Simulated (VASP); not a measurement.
# Re2Au (I4/mmm) in VASP: single point with PBE

Aim: the single point of Re2Au with PBE.

Program: VASP 6.6.1. These are calculated values, not measurements. Logs are shortened: lines on timing, memory, paths and dates and some standing lists are left out, and cuts for length are marked.

**1. The cell of the first run**

It takes space group I4/mmm (No. 139, tetragonal). Conventional cell: a = 3.287 Å, b = 3.287 Å, c = 8.882 Å, α = 90.00°, β = 90.00°, γ = 90.00°. Re (site symmetry 4mm) has 9 Re at 2.63 to 3.29 Å and 5 Au at 2.83 Å within 3.5 Å. Au (site symmetry 4/mmm) has 10 Re at 2.83 Å and 4 Au at 3.29 Å within 3.7 Å.

**2. Single point, PBE**

INCAR

```
SYSTEM = Re2Au
PREC     = Accurate       ! precision mode
ENCUT    = 560            ! plane-wave cutoff, eV
EDIFF    = 1E-6           ! SCF threshold, eV
ISMEAR   = 0              ! smearing method
SIGMA    = 0.1            ! smearing width, eV
LREAL    = .False.        ! projectors in reciprocal space
LASPH    = .True.         ! aspherical terms in the spheres
NELM     = 120            ! most SCF steps
ALGO     = Normal         ! electronic algorithm
ISIF     = 2              ! what is computed and relaxed
LWAVE    = .False.        ! write WAVECAR
LCHARG   = .False.        ! write CHGCAR
GGA      = PE             ! functional
NBANDS   = 32             ! bands
GGA_COMPAT= .False.
```

KPOINTS

```
Automatic mesh
0
Gamma
  8 8 8
  0 0 0
```

POSCAR

```
Re2Au
1.0
   -1.6436964405      1.6436964405      4.4407841218
    1.6436964405     -1.6436964405      4.4407841218
    1.6436964405      1.6436964405     -4.4407841218
Re Au
2 1
Direct
    0.6810007817      0.6810007817      0.0000000000
    0.3189992183      0.3189992183      0.0000000000
    0.0000000000      0.0000000000      0.0000000000
```

Potentials or basis: VASP PAW PBE potentials, release 64 (Re_sv_GW, Au_sv_GW).

Run with:

```bash
$ cat potpaw_PBE.64/Re_sv_GW/POTCAR potpaw_PBE.64/Au_sv_GW/POTCAR > POTCAR
$ mpirun -np 1 vasp_std > vasp.out
```

OUTCAR:

```text
SYSTEM = Re2Au
   PREC = Accurate
   ENCUT = 560
   EDIFF = 1E-6
   ISMEAR = 0
   LREAL = .False.
   LASPH = .True.
   NELM = 120
   ISIF = 2
   GGA = PE

 ion  position               nearest neighbor table
   1  0.681  0.681  0.000-   2 2.63   2 2.63   2 2.63   2 2.63   3 2.83   3 2.83   3 2.83   3 2.83
                             3 2.83   2 3.22
   2  0.319  0.319  0.000-   1 2.63   1 2.63   1 2.63   1 2.63   3 2.83   3 2.83   3 2.83   3 2.83
                             3 2.83   1 3.22
   3  0.000  0.000  0.000-   1 2.83   1 2.83   1 2.83   2 2.83   1 2.83   2 2.83   2 2.83   2 2.83
                             1 2.83   2 2.83

  LATTYP: Found a body centered tetragonal cell.
 ALAT       =     3.2873928810
 C/A-ratio  =     2.7017057483

  Lattice vectors:

 A1 = (  -1.6436964405,   1.6436964405,   4.4407841218)
 A2 = (   1.6436964405,  -1.6436964405,   4.4407841218)
 A3 = (   1.6436964405,   1.6436964405,  -4.4407841218)

Analysis of symmetry for initial positions (statically):
=====================================================================
 Subroutine PRICEL returns:
 Original cell was already a primitive cell.

 Routine SETGRP: Setting up the symmetry group for a
 body centered tetragonal supercell.

 Subroutine GETGRP returns: Found 16 space group operations
 (whereof 16 operations were pure point group operations)
 out of a pool of 16 trial point group operations.

The static configuration has the point symmetry D_4h.

Analysis of symmetry for dynamics (positions and initial velocities):
=====================================================================
 Subroutine PRICEL returns:
 Original cell was already a primitive cell.

 Routine SETGRP: Setting up the symmetry group for a
 body centered tetragonal supercell.

 Subroutine GETGRP returns: Found 16 space group operations
 (whereof 16 operations were pure point group operations)
 out of a pool of 16 trial point group operations.

The dynamic configuration has the point symmetry D_4h.

 Subroutine INISYM returns: Found 16 space group operations
 (whereof 16 operations are pure point group operations),
 and found     1 'primitive' translations

----------------------------------------------------------------------------------------

                                     Primitive cell

  volume of cell :      47.9913

  direct lattice vectors                    reciprocal lattice vectors
    -1.643696441  1.643696441  4.440784122     0.000000000  0.304192421  0.112592728
     1.643696441 -1.643696441  4.440784122     0.304192421  0.000000000  0.112592728
     1.643696441  1.643696441 -4.440784122     0.304192421  0.304192421  0.000000000

  length of vectors
     5.012388612  5.012388612  5.012388612     0.324361144  0.324361144  0.430193048

  position of ions in fractional coordinates (direct lattice)
     0.681000782  0.681000782  0.000000000
     0.318999218  0.318999218  0.000000000
     0.000000000  0.000000000  0.000000000

  ion indices of the primitive-cell ions
   primitive index   ion index
                 1           1
                 2           2
                 3           3

----------------------------------------------------------------------------------------

 KPOINTS: Automatic mesh

Automatic generation of k-mesh.
 Grid dimensions read from file:
 generate k-points for:    8    8    8

 Generating k-lattice:

  Cartesian coordinates                     Fractional coordinates (reciprocal lattice)
     0.000000000  0.038024053  0.014074091     0.125000000  0.000000000  0.000000000
     0.038024053  0.000000000  0.014074091     0.000000000  0.125000000  0.000000000
     0.038024053  0.038024053  0.000000000     0.000000000  0.000000000  0.125000000

  Length of vectors
     0.040545143  0.040545143  0.053774131

  Shift w.r.t. Gamma in fractional coordinates (k-lattice)
     0.000000000  0.000000000  0.000000000

 Subroutine IBZKPT returns following result:
 ===========================================

 Found     59 irreducible k-points:

 Following reciprocal coordinates:
            Coordinates               Weight
  0.000000  0.000000  0.000000      1.000000
  0.125000  0.000000 -0.000000      8.000000
  0.250000  0.000000 -0.000000      8.000000
  0.375000  0.000000 -0.000000      8.000000
  0.500000  0.000000 -0.000000      4.000000
  0.125000  0.125000 -0.000000      8.000000
[... 16 lines left out ...]
  0.250000  0.125000  0.125000     16.000000
  0.375000  0.125000  0.125000      8.000000
 [... further k-points ...]
   k-points           NKPTS =     59   k-points in BZ     NKDIM =     59   number of bands    NBANDS=     32
   number of dos      NEDOS =    301   number of ions     NIONS =      3
   total plane-waves  NPLWV =  64000
   dimension x,y,z NGX =    40 NGY =   40 NGZ =   40
   dimension x,y,z NGXF=    80 NGYF=   80 NGZF=   80
   ions per type =               2   1
   NGX,Y,Z   is equivalent  to a cutoff of  13.27, 13.27, 13.27 a.u.
   NGXF,Y,Z  is equivalent  to a cutoff of  26.53, 26.53, 26.53 a.u.
 SYSTEM =  Re2Au
   PREC   = accura    normal or accurate (medium, high low for compatibility)
   ISTART =      0    job   : 0-new  1-cont  2-samecut
   ICHARG =      2    charge: 1-file 2-atom 10-const
   ISPIN  =      1    spin polarized calculation?
   LNONCOLLINEAR =      F non collinear calculations
   LSORBIT =      F    spin-orbit coupling
   LASPH  =      T    aspherical Exc in radial PAW
   ENCUT  =  560.0 eV  41.16 Ry    6.42 a.u.   9.67  9.67  9.67*2*pi/ulx,y,z
   NELM   =    120;   NELMIN=  2; NELMDL= -5     # of ELM steps
   EDIFF  = 0.1E-05   stopping-criterion for ELM
   LREAL  =      F    real-space projection
   EDIFFG = 0.1E-04   stopping-criterion for IOM
   NSW    =      0    number of steps for IOM
   IBRION =     -1    ionic relax: 0-MD 1-quasi-New 2-CG
   NFREE  =      0    steps in history (QN), initial steepest desc. (CG)
   ISIF   =      2    stress and relaxation
   ISYM   =      2    0-nonsym 1-usesym 2-fastsym
   POTIM  = 0.5000    time-step for ionic-motion
   TEBEG  =    0.0;   TEEND  =   0.0 temperature during run
   PSTRESS=    0.0 pullay stress
   NELECT =      49.0000    total number of electrons
   NUPDOWN=      -1.0000    fix difference up-down
   EMIN   =  10.00;   EMAX   =-10.00  energy-range for DOS
   EFERMI =   0.00;   METHOD = LEGACY
   ISMEAR =     0;   SIGMA  =   0.10  broadening in eV -4-tet -1-fermi 0-gaus
   EFERMI_NEDOS =   21; number of points for ismear=-14 and -15
   IALGO  =     38    algorithm
   IMIX   =      4    mixing-type and parameters
     AMIX     =   0.40;   BMIX     =  1.00
     AMIX_MAG =   1.60;   BMIX_MAG =  1.00
  volume/ion in A,a.u.               =      16.00       107.95
  Fermi-wavevector in a.u.,A,eV,Ry     =   1.648488  3.115191 36.974023  2.717514
  Thomas-Fermi vector in A             =   2.737769
   LORBIT       =      0    0 simple, 1 ext, 2 COOP (PROOUT), +10 PAW based schemes
   GGA     = PE    functional components
   LHFCALC =     F    Hartree Fock is set to
   AEXX    =    0.0000 exact exchange contribution
   IVDW    =     0    specifies the selected vdW correction
   LEPSILON=     F    determine dielectric tensor
   LRPA    =     F    only Hartree local field effects (RPA)
 non-spin polarized calculation
 Gauss-broadening in eV      SIGMA  =   0.10
  energy-cutoff  :      560.00
  volume of cell :       47.99
 maximum number of plane-waves:      1458
   NGX = 19   NGY = 19   NGZ = 19

 number of electron      49.0000001 magnetization

 Free energy of the ion-electron system (eV)
  ---------------------------------------------------
  ext. energy  EPLUGINS =         0.00000000
  ---------------------------------------------------
  free energy    TOTEN  =       -29.37295321 eV

  energy without entropy =      -29.36280658  energy(sigma->0) =      -29.36787989

 E-fermi :  11.5156     XC(G=0): -13.7122

 val. band max:       11.5112013842   @ k =   0.2500   0.1250   0.1250
 cond. band min:      11.5186049533   @ k =  -0.3750  -0.3750   0.2500
 fundamental gap:      0.0074035691
 Fermi energy:        11.5155922531

 k-point     1 :       0.0000    0.0000    0.0000
  band No.  band energies     occupation
      1     -94.8640      2.00000
      2     -68.9544      2.00000
      3     -68.8167      2.00000
      4     -46.2429      2.00000
      5     -46.1076      2.00000
      6     -46.1076      2.00000
[... 24 lines left out ...]
     31      23.6175      0.00000
     32      23.6501      0.00000

 k-point     2 :       0.1250    0.0000   -0.0000
  band No.  band energies     occupation
      1     -94.8639      2.00000
      2     -68.9488      2.00000
      3     -68.8214      2.00000
      4     -46.2425      2.00000
      5     -46.1110      2.00000
      6     -46.1074      2.00000
[... 24 lines left out ...]
     31      20.7971      0.00000
     32      22.0973      0.00000

 k-point     3 :       0.2500    0.0000   -0.0000
  band No.  band energies     occupation
      1     -94.8638      2.00000
      2     -68.9329      2.00000
      3     -68.8353      2.00000
      4     -46.2418      2.00000
      5     -46.1191      2.00000
      6     -46.1067      2.00000
[... 24 lines left out ...]
     31      18.7927      0.00000
     32      20.2565      0.00000

 k-point     4 :       0.3750    0.0000   -0.0000
  band No.  band energies     occupation
      1     -94.8636      2.00000
      2     -68.9095      2.00000
      3     -68.8566      2.00000
      4     -46.2411      2.00000
      5     -46.1271      2.00000
      6     -46.1060      2.00000
[... 654 lines left out ...]
     31      19.2857      0.00000
     32      19.5008      0.00000

 k-point    23 :       0.2500    0.1250    0.1250
  band No.  band energies     occupation
      1     -94.8634      2.00000
      2     -68.9001      2.00000
      3     -68.8625      2.00000
      4     -46.2400      2.00000
      5     -46.1263      2.00000
      6     -46.1175      2.00000
[... 24 lines left out ...]
     31      17.7545      0.00000
     32      19.8373      0.00000

 k-point    24 :       0.3750    0.1250    0.1250
  band No.  band energies     occupation
      1     -94.8633      2.00000
      2     -68.8820      2.00000
      3     -68.8798      2.00000
      4     -46.2396      2.00000
      5     -46.1297      2.00000
      6     -46.1173      2.00000
[... 24 lines left out ...]
     31      17.5052      0.00000
     32      20.6388      0.00000

 [... further k-points ...]

------------------------ aborting loop because EDIFF is reached ----------------------------------------

  FORCE on cell =-STRESS in cart. coord.  units (eV):
  Direction    XX          YY          ZZ          XY          YZ          ZX
  --------------------------------------------------------------------------------------
  -------------------------------------------------------------------------------------
  Total       -0.3245640     -0.3245640     -0.2757326      0.0000000     -0.0000000     -0.0000000
  in kB      -10.8354771    -10.8354771     -9.2052545      0.0000000     -0.0000000     -0.0000000
  external PRESSURE =     -10.2920696 kB  Pullay stress =       0.0000000 kB

 VOLUME and BASIS-vectors are now :
 -----------------------------------------------------------------------------
  energy-cutoff  :      560.00
  volume of cell :       47.99
      direct lattice vectors                 reciprocal lattice vectors
    -1.643696441  1.643696441  4.440784122     0.000000000  0.304192421  0.112592728
     1.643696441 -1.643696441  4.440784122     0.304192421  0.000000000  0.112592728
     1.643696441  1.643696441 -4.440784122     0.304192421  0.304192421  0.000000000

 POSITION                                       TOTAL-FORCE (eV/Angst)
 -----------------------------------------------------------------------------------
      0.00000      0.00000      6.04835         0.000000      0.000000      0.010738
      0.00000      0.00000      2.83321        -0.000000     -0.000000     -0.010738
      0.00000      0.00000      0.00000        -0.000000     -0.000000      0.000000
 -----------------------------------------------------------------------------------
    total drift:                               -0.000000     -0.000000      0.000000

  FREE ENERGIE OF THE ION-ELECTRON SYSTEM (eV)
  ---------------------------------------------------
  free  energy   TOTEN  =       -29.3729532136 eV

  energy  without entropy=      -29.3628065756  energy(sigma->0) =      -29.36787989
```

Run time: 2.4 min. Hardware: 1 thread of Intel Xeon Platinum 8559C (Emerald Rapids), shared host; peak memory 0.3 GiB.

Results:

| Quantity | Value |
| --- | --- |
| Free energy | -29.3730 eV |
| Pressure | -1.0 GPa |
| Largest force | 0.011 eV/Å |
| Band gap on the k mesh | zero (an odd number of electrons rules out a gap without spin polarisation) |

Forces in eV/Å, atoms in the order of the input:
```
Re   0.000  0.000  0.011
Re   0.000  0.000 -0.011
Au   0.000  0.000  0.000
```

Stress tensor (GPa, compression positive):
```
-1.08  0.00  0.00
 0.00 -1.08  0.00
 0.00  0.00 -0.92
```

Levels at points of the mesh, in eV from the Fermi level:
| k point | band 21 | band 22 | band 23 | band 24 | band 25 | band 26 | band 27 | band 28 |
| --- | --- | --- | --- | --- | --- | --- | --- | --- |
| (0.00, 0.00, 0.00) | -2.01 | -1.69 | -1.12 | -1.12 | -0.92 | -0.92 | 0.76 | 2.52 |
| (0.50, 0.00, 0.00) | -3.17 | -2.36 | -1.48 | -0.47 | 0.75 | 0.96 | 1.69 | 2.01 |
| (0.50, 0.50, 0.00) | -2.98 | -2.73 | -0.72 | -0.12 | 0.65 | 1.14 | 1.20 | 1.52 |
| (0.50, 0.50, 0.50) | -2.48 | -1.73 | -1.73 | -0.64 | -0.11 | 1.42 | 1.56 | 1.56 |

Caveat: spin-orbit coupling is left out, which moves the levels of the heavy elements.
